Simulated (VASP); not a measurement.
# Zr (P6/mmm) in VASP: notebook

Runs on Zr. Level: PBE. Tasks: single point, relaxation of cell and atoms.

Everything below comes from runs of VASP 6.6.1. Logs are shortened: lines on timing, memory, paths and dates and some standing lists are left out, and cuts for length are marked.

### Step 1. The cell of the first run

Symmetry: P6/mmm, No. 191, hexagonal system. The conventional cell has a = 4.874 Å, b = 4.874 Å, c = 3.014 Å, α = 90.00°, β = 90.00°, γ = 120.00°. Within 4.0 Å of Zr (site symmetry 6/mmm) lie 14 Zr at 3.01 to 3.19 Å. Within 3.7 Å of Zr (site symmetry -6m2) lie 11 Zr at 2.81 to 3.19 Å.

### Step 2. Single point, PBE

INCAR reads:

```
SYSTEM = Zr
ALGO     = Normal         ! electronic algorithm
EDIFF    = 1E-7           ! SCF threshold, eV
ENCUT    = 520            ! plane-wave cutoff, eV
GGA      = PE             ! functional
ISIF     = 2              ! what is computed and relaxed
ISMEAR   = 0              ! smearing method
LASPH    = .True.         ! aspherical terms in the spheres
LCHARG   = .True.         ! write CHGCAR
LELF     = .True.         ! ELF
LREAL    = .False.        ! projectors in reciprocal space
LVHAR    = .True.       
LWAVE    = .False.        ! write WAVECAR
NBANDS   = 25             ! bands
NELM     = 80             ! most SCF steps
PREC     = Accurate       ! precision mode
SIGMA    = 0.1            ! smearing width, eV
```

KPOINTS reads:

```
k-points
0
Gamma
  6 6 6
  0 0 0
```

POSCAR reads:

```
Zr
1.0
    4.8742535849      0.0000000000      0.0000000000
   -2.4371267925      4.2212274290      0.0000000000
    0.0000000000      0.0000000000      3.0144378751
Zr
3
Direct
    0.0000000000      0.0000000000      0.0000000000
    0.3333333333      0.6666666667      0.5000000000
    0.6666666667      0.3333333333      0.5000000000
```

Potentials or basis: VASP PAW PBE potentials, release 64 (Zr_sv).

The run is started by

```sh
$ cat potpaw_PBE.64/Zr_sv/POTCAR > POTCAR
$ mpirun -np 1 vasp_std > vasp.out
```

OUTCAR:

```text
SYSTEM = Zr
   EDIFF = 1E-7
   ENCUT = 520
   GGA = PE
   ISIF = 2
   ISMEAR = 0
   LASPH = .True.
   LREAL = .False.
   NELM = 80
   PREC = Accurate

 ion  position               nearest neighbor table
   1  0.000  0.000  0.000-   2 3.19   3 3.19   2 3.19   3 3.19   3 3.19   3 3.19   2 3.19   2 3.19
                             3 3.19   3 3.19   2 3.19   2 3.19
   2  0.333  0.667  0.500-   3 2.81   3 2.81   3 2.81   1 3.19   1 3.19   1 3.19   1 3.19   1 3.19
                             1 3.19
   3  0.667  0.333  0.500-   2 2.81   2 2.81   2 2.81   1 3.19   1 3.19   1 3.19   1 3.19   1 3.19
                             1 3.19

  LATTYP: Found a hexagonal cell.
 ALAT       =     4.8742535849
 C/A-ratio  =     0.6184409208

  Lattice vectors:

 A1 = (   4.8742535849,   0.0000000000,   0.0000000000)
 A2 = (  -2.4371267925,   4.2212274290,   0.0000000000)
 A3 = (   0.0000000000,   0.0000000000,   3.0144378751)

Analysis of symmetry for initial positions (statically):
=====================================================================
 Subroutine PRICEL returns:
 Original cell was already a primitive cell.

 Routine SETGRP: Setting up the symmetry group for a
 hexagonal supercell.

 Subroutine GETGRP returns: Found 24 space group operations
 (whereof 24 operations were pure point group operations)
 out of a pool of 24 trial point group operations.

The static configuration has the point symmetry D_6h.

Analysis of symmetry for dynamics (positions and initial velocities):
=====================================================================
 Subroutine PRICEL returns:
 Original cell was already a primitive cell.

 Routine SETGRP: Setting up the symmetry group for a
 hexagonal supercell.

 Subroutine GETGRP returns: Found 24 space group operations
 (whereof 24 operations were pure point group operations)
 out of a pool of 24 trial point group operations.

The dynamic configuration has the point symmetry D_6h.

 Subroutine INISYM returns: Found 24 space group operations
 (whereof 24 operations are pure point group operations),
 and found     1 'primitive' translations

----------------------------------------------------------------------------------------

                                     Primitive cell

  volume of cell :      62.0231

  direct lattice vectors                    reciprocal lattice vectors
     4.874253585  0.000000000  0.000000000     0.205159617  0.118448960  0.000000000
    -2.437126792  4.221227429  0.000000000     0.000000000  0.236897921  0.000000000
     0.000000000  0.000000000  3.014437875     0.000000000  0.000000000  0.331736808

  length of vectors
     4.874253585  4.874253585  3.014437875     0.236897921  0.236897921  0.331736808

  position of ions in fractional coordinates (direct lattice)
     0.000000000  0.000000000  0.000000000
     0.333333333  0.666666667  0.500000000
     0.666666667  0.333333333  0.500000000

  ion indices of the primitive-cell ions
   primitive index   ion index
                 1           1
                 2           2
                 3           3

----------------------------------------------------------------------------------------

 KPOINTS: k-points

Automatic generation of k-mesh.
 Grid dimensions read from file:
 generate k-points for:    6    6    6

 Generating k-lattice:

  Cartesian coordinates                     Fractional coordinates (reciprocal lattice)
     0.034193270  0.019741493  0.000000000     0.166666667 -0.000000000  0.000000000
     0.000000000  0.039482987  0.000000000     0.000000000  0.166666667  0.000000000
     0.000000000  0.000000000  0.055289468     0.000000000  0.000000000  0.166666667

  Length of vectors
     0.039482987  0.039482987  0.055289468

  Shift w.r.t. Gamma in fractional coordinates (k-lattice)
     0.000000000  0.000000000  0.000000000

 Subroutine IBZKPT returns following result:
 ===========================================

 Found     28 irreducible k-points:

 Following reciprocal coordinates:
            Coordinates               Weight
  0.000000  0.000000  0.000000      1.000000
  0.166667  0.000000  0.000000      6.000000
  0.333333  0.000000  0.000000      6.000000
  0.500000  0.000000  0.000000      3.000000
  0.166667  0.166667  0.000000      6.000000
  0.333333  0.166667  0.000000     12.000000
[... 16 lines left out ...]
  0.166667  0.000000  0.500000      6.000000
  0.333333  0.000000  0.500000      6.000000
 [... further k-points ...]
   k-points           NKPTS =     28   k-points in BZ     NKDIM =     28   number of bands    NBANDS=     25
   number of dos      NEDOS =    301   number of ions     NIONS =      3
   total plane-waves  NPLWV =  31104
   dimension x,y,z NGX =    36 NGY =   36 NGZ =   24
   dimension x,y,z NGXF=    72 NGYF=   72 NGZF=   48
   ions per type =               3
   NGX,Y,Z   is equivalent  to a cutoff of  12.28, 12.28, 13.24 a.u.
   NGXF,Y,Z  is equivalent  to a cutoff of  24.56, 24.56, 26.47 a.u.
 SYSTEM =  Zr
   PREC   = accura    normal or accurate (medium, high low for compatibility)
   ISTART =      0    job   : 0-new  1-cont  2-samecut
   ICHARG =      2    charge: 1-file 2-atom 10-const
   ISPIN  =      1    spin polarized calculation?
   LNONCOLLINEAR =      F non collinear calculations
   LSORBIT =      F    spin-orbit coupling
   LASPH  =      T    aspherical Exc in radial PAW
   ENCUT  =  520.0 eV  38.22 Ry    6.18 a.u.   9.06  9.06  5.60*2*pi/ulx,y,z
   NELM   =     80;   NELMIN=  2; NELMDL= -5     # of ELM steps
   EDIFF  = 0.1E-06   stopping-criterion for ELM
   LREAL  =      F    real-space projection
   EDIFFG = 0.1E-05   stopping-criterion for IOM
   NSW    =      0    number of steps for IOM
   IBRION =     -1    ionic relax: 0-MD 1-quasi-New 2-CG
   NFREE  =      0    steps in history (QN), initial steepest desc. (CG)
   ISIF   =      2    stress and relaxation
   ISYM   =      2    0-nonsym 1-usesym 2-fastsym
   POTIM  = 0.5000    time-step for ionic-motion
   TEBEG  =    0.0;   TEEND  =   0.0 temperature during run
   PSTRESS=    0.0 pullay stress
   NELECT =      36.0000    total number of electrons
   NUPDOWN=      -1.0000    fix difference up-down
   EMIN   =  10.00;   EMAX   =-10.00  energy-range for DOS
   EFERMI =   0.00;   METHOD = LEGACY
   ISMEAR =     0;   SIGMA  =   0.10  broadening in eV -4-tet -1-fermi 0-gaus
   EFERMI_NEDOS =   21; number of points for ismear=-14 and -15
   IALGO  =     38    algorithm
   IMIX   =      4    mixing-type and parameters
     AMIX     =   0.40;   BMIX     =  1.00
     AMIX_MAG =   1.60;   BMIX_MAG =  1.00
  volume/ion in A,a.u.               =      20.67       139.52
  Fermi-wavevector in a.u.,A,eV,Ry     =   1.365603  2.580616 25.373133  1.864873
  Thomas-Fermi vector in A             =   2.491817
   LORBIT       =      0    0 simple, 1 ext, 2 COOP (PROOUT), +10 PAW based schemes
   GGA     = PE    functional components
   LHFCALC =     F    Hartree Fock is set to
   AEXX    =    0.0000 exact exchange contribution
   IVDW    =     0    specifies the selected vdW correction
   LEPSILON=     F    determine dielectric tensor
   LRPA    =     F    only Hartree local field effects (RPA)
 non-spin polarized calculation
 Gauss-broadening in eV      SIGMA  =   0.10
  energy-cutoff  :      520.00
  volume of cell :       62.02
 maximum number of plane-waves:      1704
   NGX = 19   NGY = 19   NGZ = 11

 number of electron      36.0000000 magnetization

 Free energy of the ion-electron system (eV)
  ---------------------------------------------------
  ext. energy  EPLUGINS =         0.00000000
  ---------------------------------------------------
  free energy    TOTEN  =       -25.28862694 eV

  energy without entropy =      -25.27599675  energy(sigma->0) =      -25.28231184

 E-fermi :  10.1699     XC(G=0): -11.6331

 val. band max:       10.1348345377   @ k =   0.5000   0.0000   0.0000
 cond. band min:      10.1954785936   @ k =   0.3333   0.1667   0.3333
 fundamental gap:      0.0606440559
 Fermi energy:        10.1699267330

 k-point     1 :       0.0000    0.0000    0.0000
  band No.  band energies     occupation
      1     -38.3926      2.00000
      2     -38.1356      2.00000
      3     -37.8861      2.00000
      4     -16.7133      2.00000
      5     -16.7133      2.00000
      6     -16.6050      2.00000
[... 17 lines left out ...]
     24      12.7548      0.00000
     25      12.8139      0.00000

 k-point     2 :       0.1667    0.0000    0.0000
  band No.  band energies     occupation
      1     -38.3796      2.00000
      2     -38.1314      2.00000
      3     -37.9047      2.00000
      4     -16.8845      2.00000
      5     -16.8156      2.00000
      6     -16.4167      2.00000
[... 17 lines left out ...]
     24      12.3287      0.00000
     25      13.6471      0.00000

 k-point     3 :       0.3333    0.0000    0.0000
  band No.  band energies     occupation
      1     -38.3535      2.00000
      2     -38.1133      2.00000
      3     -37.9516      2.00000
      4     -17.0347      2.00000
      5     -16.7566      2.00000
      6     -16.2482      2.00000
[... 17 lines left out ...]
     24      13.2448      0.00000
     25      14.1738      0.00000

 k-point     4 :       0.5000    0.0000    0.0000
  band No.  band energies     occupation
      1     -38.3409      2.00000
      2     -38.0926      2.00000
      3     -37.9863      2.00000
      4     -17.0888      2.00000
      5     -16.5307      2.00000
      6     -16.4801      2.00000
[... 17 lines left out ...]
     24      13.0287      0.00000
     25      14.2989      0.00000
[... 477 lines left out ...]
 k-point    22 :       0.0000    0.0000    0.5000
  band No.  band energies     occupation
      1     -38.2424      2.00000
      2     -38.0927      2.00000
      3     -37.7939      2.00000
      4     -16.7569      2.00000
      5     -16.7224      2.00000
      6     -16.5836      2.00000
[... 17 lines left out ...]
     24      14.9941      0.00000
     25      15.9275      0.00000

 k-point    23 :       0.1667    0.0000    0.5000
  band No.  band energies     occupation
      1     -38.2423      2.00000
      2     -38.0755      2.00000
      3     -37.8120      2.00000
      4     -16.7979      2.00000
      5     -16.7685      2.00000
      6     -16.6090      2.00000
[... 17 lines left out ...]
     24      14.9120      0.00000
     25      15.0623      0.00000

 k-point    24 :       0.3333    0.0000    0.5000
  band No.  band energies     occupation
      1     -38.2421      2.00000
      2     -38.0308      2.00000
      3     -37.8584      2.00000
      4     -16.9014      2.00000
      5     -16.8242      2.00000
      6     -16.6559      2.00000
[... 17 lines left out ...]
     24      14.6052      0.00000
     25      14.7688      0.00000

 [... further k-points ...]

------------------------ aborting loop because EDIFF is reached ----------------------------------------

  FORCE on cell =-STRESS in cart. coord.  units (eV):
  Direction    XX          YY          ZZ          XY          YZ          ZX
  --------------------------------------------------------------------------------------
  -------------------------------------------------------------------------------------
  Total        4.6961013      4.6961013      5.6273807     -0.0000000      0.0000000      0.0000000
  in kB      121.3095051    121.3095051    145.3662769     -0.0000000      0.0000000      0.0000000
  external PRESSURE =     129.3284291 kB  Pullay stress =       0.0000000 kB

 VOLUME and BASIS-vectors are now :
 -----------------------------------------------------------------------------
  energy-cutoff  :      520.00
  volume of cell :       62.02
      direct lattice vectors                 reciprocal lattice vectors
     4.874253585  0.000000000  0.000000000     0.205159617  0.118448960  0.000000000
    -2.437126792  4.221227429  0.000000000     0.000000000  0.236897921  0.000000000
     0.000000000  0.000000000  3.014437875     0.000000000  0.000000000  0.331736808

 POSITION                                       TOTAL-FORCE (eV/Angst)
 -----------------------------------------------------------------------------------
      0.00000      0.00000      0.00000        -0.000000      0.000000     -0.000000
     -0.00000      2.81415      1.50722         0.000000      0.000000      0.000000
      2.43713      1.40708      1.50722        -0.000000      0.000000     -0.000000
 -----------------------------------------------------------------------------------
    total drift:                                0.000000     -0.000000     -0.000000

  FREE ENERGIE OF THE ION-ELECTRON SYSTEM (eV)
  ---------------------------------------------------
  free  energy   TOTEN  =       -25.2886269379 eV

  energy  without entropy=      -25.2759967464  energy(sigma->0) =      -25.28231184
```

Wall time 28 s (1 thread of Intel Xeon Platinum 8488C (Sapphire Rapids), shared host); peak memory 0.19 GiB.

Results:

```yaml
Free_energy: -25.2886 eV
Pressure: 12.9 GPa
Band_gap_on_the_k_mesh: zero (band 18 reaches 10.59 eV, above the bottom of band 19 at 10.01 eV)
```

### Step 3. Single point, PBE

This run uses another cell than the first one, of 23.12 Å³/atom, 1.118 times its volume.

INCAR reads:

```
PREC     = Accurate       # precision mode
ENCUT    = 520            # plane-wave cutoff, eV
EDIFF    = 1E-7           # SCF threshold, eV
ISMEAR   = 0              # smearing method
SIGMA    = 0.1            # smearing width, eV
LREAL    = F              # projectors in reciprocal space
LASPH    = T              # aspherical terms in the spheres
NELM     = 80             # most SCF steps
ALGO     = Normal         # electronic algorithm
ISIF     = 2              # what is computed and relaxed
LWAVE    = F              # write WAVECAR
LCHARG   = F              # write CHGCAR
GGA      = PE             # functional
NBANDS   = 25             # bands
```

KPOINTS reads:

```
regular mesh
0
Gamma
  6 6 6
```

POSCAR reads:

```
Zr
1.0
    5.0370418014      0.0000000000      0.0000000000
   -2.5185209007      4.3622061600      0.0000000000
    0.0000000000      0.0000000000      3.1566546177
Zr
3
Direct
    0.0000000000      0.0000000000      0.0000000000
    0.3333333333      0.6666666667      0.5000000000
    0.6666666667      0.3333333333      0.5000000000
```

Potentials or basis: VASP PAW PBE potentials, release 64 (Zr_sv).

The run is started by

```sh
$ cat potpaw_PBE.64/Zr_sv/POTCAR > POTCAR
$ mpirun -np 1 vasp_std > vasp.out
```

It took 35 s on 1 thread of Intel Xeon Platinum 8488C (Sapphire Rapids), shared host; peak memory 0.2 GiB.

Results (log left out):

| Property | Result |
| --- | --- |
| Free energy | -25.5672 eV |
| Pressure | -0.1 GPa |
| Band gap on the k mesh | zero (band 18 reaches 9.13 eV, above the bottom of band 19 at 8.79 eV) |

Stress tensor (GPa, compression positive):
```
-0.11  0.00  0.00
 0.00 -0.11  0.00
 0.00  0.00 -0.02
```

Levels at points of the mesh, in eV from the Fermi level:
```tsv
k point	band 14	band 15	band 16	band 17	band 18	band 19	band 20	band 21	band 22	band 23
(0.00, 0.00, 0.00)	-2.32	-0.46	-0.46	-0.42	-0.42	-0.12	0.89	1.66	1.66	2.22
(0.50, 0.00, 0.00)	-3.09	-2.86	-0.57	-0.53	-0.43	0.05	0.74	1.12	1.62	2.37
(0.00, 0.00, 0.50)	-2.43	-2.13	-1.84	-1.84	-1.36	1.25	1.25	1.67	1.67	4.25
(0.50, 0.00, 0.50)	-2.29	-1.87	-1.43	-0.76	-0.44	0.35	0.95	1.18	1.43	2.89
```

(Part 1 of 2 ends here.)
